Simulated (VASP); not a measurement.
# BeTe (F-43m) in VASP: single point with HSE06

Aim: the single point of BeTe with HSE06.

Program: VASP 6.6.1. These are calculated values, not measurements. Logs are shortened: lines on timing, memory, paths and dates and some standing lists are left out, and cuts for length are marked.

### 1 The cell of the first run

Symmetry: F-43m, No. 216, cubic system. The conventional cell has a = 5.657 Å, b = 5.657 Å, c = 5.657 Å, α = 90.00°, β = 90.00°, γ = 90.00°. Within 3.2 Å of Be (site symmetry -43m) lie 4 Te at 2.45 Å. Te (site symmetry -43m) has 4 Be at 2.45 Å within 3.2 Å.

### 2 Single point, HSE06

Input file POSCAR:

```
BeTe
1.0
    0.0000000000      2.8286228834      2.8286228834
    2.8286228834      0.0000000000      2.8286228834
    2.8286228834      2.8286228834      0.0000000000
Be Te
1 1
Direct
    0.0000000000      0.0000000000      0.0000000000
    0.2500000000      0.2500000000      0.2500000000
```

Input file INCAR.step1:

```
SYSTEM = BeTe
  PREC = Accurate
  ENCUT = 520
  EDIFF = 1E-5
  ISMEAR = 0
  SIGMA = 0.01
  LREAL = .FALSE.
  LASPH = .TRUE.
  NELM = 60
  ALGO = Normal
  ISIF = 2
  LWAVE = .TRUE.
  LCHARG = .FALSE.
  GGA = PE
  NBANDS = 11
```

Input file INCAR.step2:

```
SYSTEM = BeTe
  PREC = Accurate
  ENCUT = 520
  EDIFF = 1E-6
  ISMEAR = 0
  SIGMA = 0.01
  LREAL = .FALSE.
  LASPH = .TRUE.
  NELM = 60
  ALGO = Normal
  ISIF = 2
  LWAVE = .FALSE.
  LCHARG = .FALSE.
  GGA = PE
  LHFCALC = .TRUE.
  HFSCREEN = 0.2079
  PRECFOCK = Normal
  ISTART = 1
  NBANDS = 11
```

Input file KPOINTS:

```
Automatic mesh
0
G
  4 4 4
  0 0 0
```

Potentials or basis: VASP PAW PBE potentials, release 64 (Be, Te).

Started as:

```bash
$ cat potpaw_PBE.64/Be/POTCAR potpaw_PBE.64/Te/POTCAR > POTCAR
$ cp INCAR.step1 INCAR
$ mpirun -np 1 vasp_std > vasp.out
$ cp INCAR.step2 INCAR
$ mpirun -np 1 vasp_std > vasp.out
```

OUTCAR:

```text
SYSTEM = BeTe
   PREC = Accurate
   ENCUT = 520
   EDIFF = 1E-6
   ISMEAR = 0
   LREAL = .FALSE.
   LASPH = .TRUE.
   NELM = 60
   ISIF = 2
   GGA = PE
   LHFCALC = .TRUE.
   HFSCREEN = 0.2079
   PRECFOCK = Normal
   ISTART = 1

 ion  position               nearest neighbor table
   1  0.000  0.000  0.000-   2 2.45   2 2.45   2 2.45   2 2.45
   2  0.250  0.250  0.250-   1 2.45   1 2.45   1 2.45   1 2.45

  LATTYP: Found a face centered cubic cell.
 ALAT       =     5.6572457668

  Lattice vectors:

 A1 = (   0.0000000000,   2.8286228834,   2.8286228834)
 A2 = (   2.8286228834,   0.0000000000,   2.8286228834)
 A3 = (   2.8286228834,   2.8286228834,   0.0000000000)

Analysis of symmetry for initial positions (statically):
=====================================================================
 Subroutine PRICEL returns:
 Original cell was already a primitive cell.

 Routine SETGRP: Setting up the symmetry group for a
 face centered cubic supercell.

 Subroutine GETGRP returns: Found 24 space group operations
 (whereof 24 operations were pure point group operations)
 out of a pool of 48 trial point group operations.

The static configuration has the point symmetry T_d .

Analysis of symmetry for dynamics (positions and initial velocities):
=====================================================================
 Subroutine PRICEL returns:
 Original cell was already a primitive cell.

 Routine SETGRP: Setting up the symmetry group for a
 face centered cubic supercell.

 Subroutine GETGRP returns: Found 24 space group operations
 (whereof 24 operations were pure point group operations)
 out of a pool of 48 trial point group operations.

The dynamic configuration has the point symmetry T_d .

 Subroutine INISYM returns: Found 24 space group operations
 (whereof 24 operations are pure point group operations),
 and found     1 'primitive' translations

----------------------------------------------------------------------------------------

                                     Primitive cell

  volume of cell :      45.2642

  direct lattice vectors                    reciprocal lattice vectors
     0.000000000  2.828622883  2.828622883    -0.176764461  0.176764461  0.176764461
     2.828622883  0.000000000  2.828622883     0.176764461 -0.176764461  0.176764461
     2.828622883  2.828622883  0.000000000     0.176764461  0.176764461 -0.176764461

  length of vectors
     4.000276845  4.000276845  4.000276845     0.306165028  0.306165028  0.306165028

  position of ions in fractional coordinates (direct lattice)
     0.000000000  0.000000000  0.000000000
     0.250000000  0.250000000  0.250000000

  ion indices of the primitive-cell ions
   primitive index   ion index
                 1           1
                 2           2

----------------------------------------------------------------------------------------

 KPOINTS: Automatic mesh

Automatic generation of k-mesh.
 Grid dimensions read from file:
 generate k-points for:    4    4    4

 Generating k-lattice:

  Cartesian coordinates                     Fractional coordinates (reciprocal lattice)
    -0.044191115  0.044191115  0.044191115     0.250000000  0.000000000  0.000000000
     0.044191115 -0.044191115  0.044191115     0.000000000  0.250000000  0.000000000
     0.044191115  0.044191115 -0.044191115     0.000000000  0.000000000  0.250000000

  Length of vectors
     0.076541257  0.076541257  0.076541257

  Shift w.r.t. Gamma in fractional coordinates (k-lattice)
     0.000000000  0.000000000  0.000000000

 Subroutine IBZKPT returns following result:
 ===========================================

 Found      8 irreducible k-points:

 Following reciprocal coordinates:
            Coordinates               Weight
  0.000000  0.000000  0.000000      1.000000
  0.250000  0.000000  0.000000      8.000000
  0.500000  0.000000  0.000000      4.000000
  0.250000  0.250000  0.000000      6.000000
  0.500000  0.250000  0.000000     24.000000
 -0.250000  0.250000  0.000000     12.000000
  0.500000  0.500000  0.000000      3.000000
 -0.250000  0.500000  0.250000      6.000000
   k-points           NKPTS =      8   k-points in BZ     NKDIM =     64   number of bands    NBANDS=     11
   number of dos      NEDOS =    301   number of ions     NIONS =      2
   total plane-waves  NPLWV =  27000
   dimension x,y,z NGX =    30 NGY =   30 NGZ =   30
   dimension x,y,z NGXF=    60 NGYF=   60 NGZF=   60
   ions per type =               1   1
   NGX,Y,Z   is equivalent  to a cutoff of  12.47, 12.47, 12.47 a.u.
   NGXF,Y,Z  is equivalent  to a cutoff of  24.94, 24.94, 24.94 a.u.
 SYSTEM =  BeTe
   PREC   = accura    normal or accurate (medium, high low for compatibility)
   ISTART =      1    job   : 0-new  1-cont  2-samecut
   ICHARG =      0    charge: 1-file 2-atom 10-const
   ISPIN  =      1    spin polarized calculation?
   LNONCOLLINEAR =      F non collinear calculations
   LSORBIT =      F    spin-orbit coupling
   LASPH  =      T    aspherical Exc in radial PAW
   ENCUT  =  520.0 eV  38.22 Ry    6.18 a.u.   7.44  7.44  7.44*2*pi/ulx,y,z
   NELM   =     60;   NELMIN=  2; NELMDL=  0     # of ELM steps
   EDIFF  = 0.1E-05   stopping-criterion for ELM
   LREAL  =      F    real-space projection
   EDIFFG = 0.1E-04   stopping-criterion for IOM
   NSW    =      0    number of steps for IOM
   IBRION =     -1    ionic relax: 0-MD 1-quasi-New 2-CG
   NFREE  =      0    steps in history (QN), initial steepest desc. (CG)
   ISIF   =      2    stress and relaxation
   ISYM   =      3    0-nonsym 1-usesym 2-fastsym
   POTIM  = 0.5000    time-step for ionic-motion
   TEBEG  =    0.0;   TEEND  =   0.0 temperature during run
   PSTRESS=    0.0 pullay stress
   NELECT =       8.0000    total number of electrons
   NUPDOWN=      -1.0000    fix difference up-down
   EMIN   =  10.00;   EMAX   =-10.00  energy-range for DOS
   EFERMI =   0.00;   METHOD = LEGACY
   ISMEAR =     0;   SIGMA  =   0.01  broadening in eV -4-tet -1-fermi 0-gaus
   EFERMI_NEDOS =   21; number of points for ismear=-14 and -15
   IALGO  =     38    algorithm
   IMIX   =      1    mixing-type and parameters
     AMIX     =   0.40;   BMIX     =  1.00
     AMIX_MAG =   1.60;   BMIX_MAG =  1.00
  volume/ion in A,a.u.               =      22.63       152.73
  Fermi-wavevector in a.u.,A,eV,Ry     =   0.918727  1.736142 11.484122  0.844059
  Thomas-Fermi vector in A             =   2.043841
   LORBIT       =      0    0 simple, 1 ext, 2 COOP (PROOUT), +10 PAW based schemes
   GGA     = PE    functional components
   LHFCALC =     T    Hartree Fock is set to
   PRECFOCK=normal    Normal, Fast or Accurate (Low or Medium for compatibility)
   ENCUT4O =  -1.0   cutoff for four orbital integrals eV
   NKREDX  =     1    reduce k-point grid by
   NKREDY  =     1    reduce k-point grid by
   NKREDZ  =     1    reduce k-point grid by
   AEXX    =    0.2500 exact exchange contribution
   HFSCREEN=    0.2079 screening length (either q_TF or 0.3 A-1)
   HFSCREENC=   0.2079 screening length for correlation (either q_TF or 0.3 A-1)
   ENCUTFOCK=  -1.0 apply spherical cutoff to Coloumb kernel
   IVDW    =     0    specifies the selected vdW correction
   LEPSILON=     F    determine dielectric tensor
   LRPA    =     F    only Hartree local field effects (RPA)
 non-spin polarized calculation
 Gauss-broadening in eV      SIGMA  =   0.01
  energy-cutoff  :      520.00
  volume of cell :       45.26
 maximum number of plane-waves:      1243
 NGX is ok and might be reduce to    30
  NGX = 24; NGY = 24; NGZ = 24

 number of electron       8.0000000 magnetization

 Free energy of the ion-electron system (eV)
  ---------------------------------------------------
  ext. energy  EPLUGINS =         0.00000000
  ---------------------------------------------------
  free energy    TOTEN  =        -8.68400908 eV

  energy without entropy =       -8.68400908  energy(sigma->0) =       -8.68400908

 E-fermi :   4.5223     XC(G=0):  -7.5135

 val. band max:        4.4715519907   @ k =   0.0000   0.0000   0.0000
 cond. band min:       7.1587532115   @ k =   0.5000   0.5000   0.0000
 fundamental gap:      2.6872012208
 Fermi energy:         4.5222637944

 k-point     1 :       0.0000    0.0000    0.0000
  band No.  band energies     occupation
      1      -8.8642      2.00000
      2       4.4716      2.00000
      3       4.4716      2.00000
      4       4.4716      2.00000
      5       8.9628      0.00000
      6       8.9628      0.00000
      7       8.9628      0.00000
      8       8.9887      0.00000
      9      13.8269      0.00000
     10      15.7373      0.00000
     11      15.7373      0.00000

 k-point     2 :       0.2500    0.0000    0.0000
  band No.  band energies     occupation
      1      -8.2555      2.00000
      2       0.9244      2.00000
      3       3.7713      2.00000
      4       3.7713      2.00000
      5       8.5530      0.00000
      6       9.8729      0.00000
      7       9.8729      0.00000
      8      12.4813      0.00000
      9      14.5057      0.00000
     10      14.5057      0.00000
     11      14.5428      0.00000

 k-point     3 :       0.5000    0.0000    0.0000
  band No.  band energies     occupation
      1      -7.3835      2.00000
      2      -1.5262      2.00000
      3       3.2740      2.00000
      4       3.2740      2.00000
      5       8.2842      0.00000
      6       9.9599      0.00000
      7       9.9599      0.00000
      8      13.3254      0.00000
      9      16.5304      0.00000
     10      17.1700      0.00000
     11      17.1700      0.00000
[... 43 lines left out ...]
 k-point     7 :       0.5000    0.5000    0.0000
  band No.  band energies     occupation
      1      -6.8379      2.00000
      2      -1.0958      2.00000
      3       1.6515      2.00000
      4       1.6515      2.00000
      5       7.1588      0.00000
      6       7.8848      0.00000
      7      15.4644      0.00000
      8      15.4644      0.00000
      9      17.2578      0.00000
     10      18.7024      0.00000
     11      19.0339      0.00000

 k-point     8 :      -0.2500    0.5000    0.2500
  band No.  band energies     occupation
      1      -6.8021      2.00000
      2      -0.5320      2.00000
      3       0.5479      2.00000
      4       1.0924      2.00000
      5      10.5651      0.00000
      6      10.9511      0.00000
      7      11.0048      0.00000
      8      11.6239      0.00000
      9      16.6031      0.00000
     10      17.4069      0.00000
     11      18.5184      0.00000

------------------------ aborting loop because EDIFF is reached ----------------------------------------

  FORCE on cell =-STRESS in cart. coord.  units (eV):
  Direction    XX          YY          ZZ          XY          YZ          ZX
  --------------------------------------------------------------------------------------
  -------------------------------------------------------------------------------------
  Total       -0.1543867     -0.1543867     -0.1543867      0.0000000      0.0000000     -0.0000000
  in kB       -5.4646877     -5.4646877     -5.4646877      0.0000000      0.0000000     -0.0000000
  external PRESSURE =      -5.4646877 kB  Pullay stress =       0.0000000 kB

 VOLUME and BASIS-vectors are now :
 -----------------------------------------------------------------------------
  energy-cutoff  :      520.00
  volume of cell :       45.26
      direct lattice vectors                 reciprocal lattice vectors
     0.000000000  2.828622883  2.828622883    -0.176764461  0.176764461  0.176764461
     2.828622883  0.000000000  2.828622883     0.176764461 -0.176764461  0.176764461
     2.828622883  2.828622883  0.000000000     0.176764461  0.176764461 -0.176764461

 POSITION                                       TOTAL-FORCE (eV/Angst)
 -----------------------------------------------------------------------------------
      0.00000      0.00000      0.00000        -0.000000     -0.000000     -0.000000
      1.41431      1.41431      1.41431         0.000000      0.000000      0.000000
 -----------------------------------------------------------------------------------
    total drift:                                0.000000     -0.000001     -0.000000

  FREE ENERGIE OF THE ION-ELECTRON SYSTEM (eV)
  ---------------------------------------------------
  free  energy   TOTEN  =        -8.6840090756 eV

  energy  without entropy=       -8.6840090756  energy(sigma->0) =       -8.68400908
```

Wall time 3.5 min (1 thread of AMD EPYC 7R13, shared host); peak memory 0.25 GiB.

Results:

```
Free energy            : -8.6840 eV
Pressure               : -0.5 GPa
Band gap on the k mesh : 2.69 eV, indirect (least direct gap 4.49 eV)
```

Levels at points of the mesh, in eV from the valence-band top:
| k point | band 1 | band 2 | band 3 | band 4 | band 5 | band 6 | band 7 | band 8 | band 9 |
| --- | --- | --- | --- | --- | --- | --- | --- | --- | --- |
| (0.00, 0.00, 0.00) | -13.34 | 0.00 | 0.00 | 0.00 | 4.49 | 4.49 | 4.49 | 4.52 | 9.36 |
| (0.50, 0.00, 0.00) | -11.86 | -6.00 | -1.20 | -1.20 | 3.81 | 5.49 | 5.49 | 8.85 | 12.06 |
| (0.50, 0.50, 0.00) | -11.31 | -5.57 | -2.82 | -2.82 | 2.69 | 3.41 | 10.99 | 10.99 | 12.79 |

Caveat: the k points lie up to 0.48 Å⁻¹ apart; the PAW data sets were made with another functional, which shifts forces and pressure a little; spin-orbit coupling is left out, which moves the levels of the heavy elements.
